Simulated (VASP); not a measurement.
# TiO2 (R-3m) in VASP: single point with PBE

Aim: the single point of TiO2 with PBE.

Everything below comes from runs of VASP 6.6.1. Logs are shortened: lines on timing, memory, paths and dates and some standing lists are left out, and cuts for length are marked.

## (1) The cell of the first run

Symmetry: R-3m, No. 166, trigonal system. Conventional cell: a = 2.995 Å, b = 2.995 Å, c = 20.945 Å, α = 90.00°, β = 90.00°, γ = 120.00°. Ti (site symmetry -3m) has 6 O at 1.98 Å within 2.6 Å. Within 2.6 Å of O (site symmetry 3m) lie 3 Ti at 1.98 Å and 3 O at 2.60 Å.

## (2) Single point, PBE

INCAR reads:

```
  PREC = Accurate
  ENCUT = 520
  EDIFF = 1E-7
  ISMEAR = -1
  SIGMA = 0.05
  LREAL = False
  LASPH = True
  NELM = 80
  ALGO = Normal
  ISIF = 2
  LWAVE = False
  LCHARG = False
  GGA = PE
  NBANDS = 19
```

KPOINTS reads:

```
regular mesh
0
Gamma
  10 10 10
```

POSCAR reads:

```
TiO2
1.0
    1.4973312015      0.8644845722      6.9815443949
   -1.4973312015      0.8644845722      6.9815443949
    0.0000000000     -1.7289691445      6.9815443949
Ti O
1 2
Direct
    0.0000000000      0.0000000000      0.0000000000
    0.3795330000      0.3795330000      0.3795330000
    0.6204670000      0.6204670000      0.6204670000
```

Potentials or basis: VASP PAW PBE potentials, release 64 (Ti_sv, O).

Launch:

```bash
> cat potpaw_PBE.64/Ti_sv/POTCAR potpaw_PBE.64/O/POTCAR > POTCAR
> mpirun -np 1 vasp_std > vasp.out
```

OUTCAR:

```text
PREC = Accurate
   ENCUT = 520
   EDIFF = 1E-7
   ISMEAR = -1
   LREAL = False
   LASPH = True
   NELM = 80
   ISIF = 2
   GGA = PE

 ion  position               nearest neighbor table
   1  0.000  0.000  0.000-   3 1.98   2 1.98   3 1.98   3 1.98   2 1.98   2 1.98
   2  0.380  0.380  0.380-   1 1.98   1 1.98   1 1.98
   3  0.620  0.620  0.620-   1 1.98   1 1.98   1 1.98

  LATTYP: Found a trigonal (rhomboedric) cell.
 ALAT       =     7.1924471802
 COS(alpha) =     0.9133213014

  Lattice vectors:

 A1 = (   1.4973312015,   0.8644845722,   6.9815443949)
 A2 = (  -1.4973312015,   0.8644845722,   6.9815443949)
 A3 = (   0.0000000000,  -1.7289691445,   6.9815443949)

Analysis of symmetry for initial positions (statically):
=====================================================================
 Subroutine PRICEL returns:
 Original cell was already a primitive cell.

 Routine SETGRP: Setting up the symmetry group for a
 trigonal (rhombohedral) supercell.

 Subroutine GETGRP returns: Found 12 space group operations
 (whereof 12 operations were pure point group operations)
 out of a pool of 12 trial point group operations.

The static configuration has the point symmetry D_3d.

Analysis of symmetry for dynamics (positions and initial velocities):
=====================================================================
 Subroutine PRICEL returns:
 Original cell was already a primitive cell.

 Routine SETGRP: Setting up the symmetry group for a
 trigonal (rhombohedral) supercell.

 Subroutine GETGRP returns: Found 12 space group operations
 (whereof 12 operations were pure point group operations)
 out of a pool of 12 trial point group operations.

The dynamic configuration has the point symmetry D_3d.

 Subroutine INISYM returns: Found 12 space group operations
 (whereof 12 operations are pure point group operations),
 and found     1 'primitive' translations

----------------------------------------------------------------------------------------

                                     Primitive cell

  volume of cell :      54.2223

  direct lattice vectors                    reciprocal lattice vectors
     1.497331201  0.864484572  6.981544395     0.333927457  0.192793107  0.047744928
    -1.497331201  0.864484572  6.981544395    -0.333927457  0.192793107  0.047744928
     0.000000000 -1.728969144  6.981544395     0.000000000 -0.385586214  0.047744928
[... 78 lines left out ...]
   ISTART =      0    job   : 0-new  1-cont  2-samecut
   ICHARG =      2    charge: 1-file 2-atom 10-const
   ISPIN  =      1    spin polarized calculation?
   LNONCOLLINEAR =      F non collinear calculations
   LSORBIT =      F    spin-orbit coupling
   LASPH  =      T    aspherical Exc in radial PAW
   ENCUT  =  520.0 eV  38.22 Ry    6.18 a.u.  13.37 13.37 13.37*2*pi/ulx,y,z
   NELM   =     80;   NELMIN=  2; NELMDL= -5     # of ELM steps
   EDIFF  = 0.1E-06   stopping-criterion for ELM
   LREAL  =      F    real-space projection
   EDIFFG = 0.1E-05   stopping-criterion for IOM
   NSW    =      0    number of steps for IOM
   IBRION =     -1    ionic relax: 0-MD 1-quasi-New 2-CG
   NFREE  =      0    steps in history (QN), initial steepest desc. (CG)
   ISIF   =      2    stress and relaxation
   ISYM   =      2    0-nonsym 1-usesym 2-fastsym
   POTIM  = 0.5000    time-step for ionic-motion
   TEBEG  =    0.0;   TEEND  =   0.0 temperature during run
   PSTRESS=    0.0 pullay stress
   NELECT =      24.0000    total number of electrons
   NUPDOWN=      -1.0000    fix difference up-down
   EMIN   =  10.00;   EMAX   =-10.00  energy-range for DOS
   EFERMI =   0.00;   METHOD = LEGACY
   ISMEAR =    -1;   SIGMA  =   0.05  broadening in eV -4-tet -1-fermi 0-gaus
   EFERMI_NEDOS =   21; number of points for ismear=-14 and -15
   IALGO  =     38    algorithm
   IMIX   =      4    mixing-type and parameters
     AMIX     =   0.40;   BMIX     =  1.00
     AMIX_MAG =   1.60;   BMIX_MAG =  1.00
  volume/ion in A,a.u.               =      18.07       121.97
  Fermi-wavevector in a.u.,A,eV,Ry     =   1.247630  2.357680 21.178579  1.556582
  Thomas-Fermi vector in A             =   2.381754
   LORBIT       =      0    0 simple, 1 ext, 2 COOP (PROOUT), +10 PAW based schemes
   GGA     = PE    functional components
   LHFCALC =     F    Hartree Fock is set to
   AEXX    =    0.0000 exact exchange contribution
   IVDW    =     0    specifies the selected vdW correction
   LEPSILON=     F    determine dielectric tensor
   LRPA    =     F    only Hartree local field effects (RPA)
 non-spin polarized calculation
  energy-cutoff  :      520.00
  volume of cell :       54.22
 maximum number of plane-waves:      1507
 NGX is ok and might be reduce to    54
   NGX = 27   NGY = 27   NGZ = 27

 number of electron      24.0000006 magnetization

 Free energy of the ion-electron system (eV)
  ---------------------------------------------------
  ext. energy  EPLUGINS =         0.00000000
  ---------------------------------------------------
  free energy    TOTEN  =       -26.49605990 eV

  energy without entropy =      -26.49605990  energy(sigma->0) =      -26.49605990

 E-fermi :   0.0096     XC(G=0):  -7.6977

 val. band max:       -1.1093618987   @ k =  -0.2000   0.1000   0.0000
 cond. band min:       1.5588624854   @ k =   0.0000   0.0000   0.0000
 fundamental gap:      2.6682243841
 Fermi energy:         0.0096467514

 k-point     1 :       0.0000    0.0000    0.0000
  band No.  band energies     occupation
      1     -57.4940      2.00000
      2     -33.7548      2.00000
      3     -33.4769      2.00000
      4     -33.4769      2.00000
      5     -18.5039      2.00000
      6     -16.7571      2.00000
[... 505 lines left out ...]
      6     -17.1284      2.00000
[... 11 lines left out ...]
     18       9.0968      0.00000
     19      10.9830      0.00000

 [... further k-points ...]
[... 5 lines left out ...]
  --------------------------------------------------------------------------------------
  -------------------------------------------------------------------------------------
  Total       -0.0994199     -0.0994199     -0.1293113      0.0000000      0.0000000      0.0000000
  in kB       -2.9376913     -2.9376913     -3.8209322      0.0000000      0.0000000      0.0000000
  external PRESSURE =      -3.2321049 kB  Pullay stress =       0.0000000 kB

 VOLUME and BASIS-vectors are now :
 -----------------------------------------------------------------------------
  energy-cutoff  :      520.00
  volume of cell :       54.22
      direct lattice vectors                 reciprocal lattice vectors
     1.497331201  0.864484572  6.981544395     0.333927457  0.192793107  0.047744928
    -1.497331201  0.864484572  6.981544395    -0.333927457  0.192793107  0.047744928
     0.000000000 -1.728969144  6.981544395     0.000000000 -0.385586214  0.047744928

 POSITION                                       TOTAL-FORCE (eV/Angst)
 -----------------------------------------------------------------------------------
      0.00000      0.00000      0.00000        -0.000000      0.000000      0.000000
      0.00000     -0.00000      7.94918         0.000000      0.000000     -0.037114
      0.00000     -0.00000     12.99545         0.000000     -0.000000      0.037114
 -----------------------------------------------------------------------------------
    total drift:                                0.000000     -0.000000     -0.000000

  FREE ENERGIE OF THE ION-ELECTRON SYSTEM (eV)
  ---------------------------------------------------
  free  energy   TOTEN  =       -26.4960598976 eV

  energy  without entropy=      -26.4960598975  energy(sigma->0) =      -26.49605990
```

OSZICAR:

```text
N       E                     dE             d eps       ncg     rms          rms(c)
DAV:   1     0.267979753266E+03    0.26798E+03   -0.12568E+04  4408   0.131E+03
DAV:   2    -0.743558081964E+01   -0.27542E+03   -0.26306E+03  5219   0.376E+02
DAV:   3    -0.336085394218E+02   -0.26173E+02   -0.25964E+02  5221   0.126E+02
[... 11 lines left out ...]
DAV:  15    -0.264960605573E+02    0.95123E-05   -0.66262E-05  4686   0.750E-02    0.408E-03
DAV:  16    -0.264960605436E+02    0.13652E-07   -0.54404E-06  5091   0.210E-02    0.730E-03
DAV:  17    -0.264960600554E+02    0.48818E-06   -0.13815E-06  4948   0.139E-02    0.241E-03
DAV:  18    -0.264960599017E+02    0.15376E-06   -0.16826E-07  3675   0.437E-03    0.477E-04
DAV:  19    -0.264960598976E+02    0.40959E-08   -0.27955E-08  2438   0.155E-03
   1 F= -.26496060E+02 E0= -.26496060E+02  d E =-.576479E-10
```

Wall time 22 min (1 thread of Intel Xeon 8259CL, shared host); peak memory 0.46 GiB.

Results:

```
Free energy            : -26.4961 eV
Pressure               : -0.3 GPa
Largest force          : 0.037 eV/Å
Band gap on the k mesh : 2.67 eV (least direct gap 2.85 eV)
```

Forces in eV/Å, atoms in the order of the input:
```
Ti   0.000  0.000  0.000
O    0.000  0.000 -0.037
O    0.000  0.000  0.037
```

A k mesh can miss the band edges.
